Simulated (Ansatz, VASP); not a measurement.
# Two plane-wave programs on B

```
CELL_PARAMETERS angstrom
2.47413 0.00000 0.00000
-1.23706 2.14266 0.00000
0.00000 0.00000 9.66516
ATOMIC_POSITIONS crystal
B 0.00000 0.00000 0.00000
B 0.33333 0.66667 0.14286
B 0.00000 0.00000 0.28571
B 0.66667 0.33333 0.42857
B 0.33333 0.66667 0.57143
B 0.00000 0.00000 0.71429
B 0.66667 0.33333 0.85714
```

Alike in both runs: task relaxation of cell and atoms; functional PBE; k mesh 6 × 6 × 2; occupations gaussian, width 0.1 eV; no spin polarisation.

|  | VASP | Ansatz |
| --- | --- | --- |
| version | VASP 6.6.1 | Ansatz 0.2.0 |
| potentials or method | VASP PAW PBE potentials, release 64 (B), cutoff 600 eV | scalar-relativistic, plane waves, PAW |
| valence electrons in the cell | 21 | 21 |

```csv
,VASP,Ansatz,Ansatz less VASP
"gap on the k mesh at the Fermi level, each at its own relaxed structure (eV)",none,none,-
relaxed volume (Å³/atom),6.49,6.49,+0.004
relaxed length of the cell vector where the two differ most in proportion (Å),9.125,9.151,+0.0263
```

A gap of «none» marks a metal or a gap that the smearing closes.

The k mesh is coarse, so the values compare programs but aren't converged. Noted on VASP's run: too few bands were computed for a metal, which touches its energy and stress.
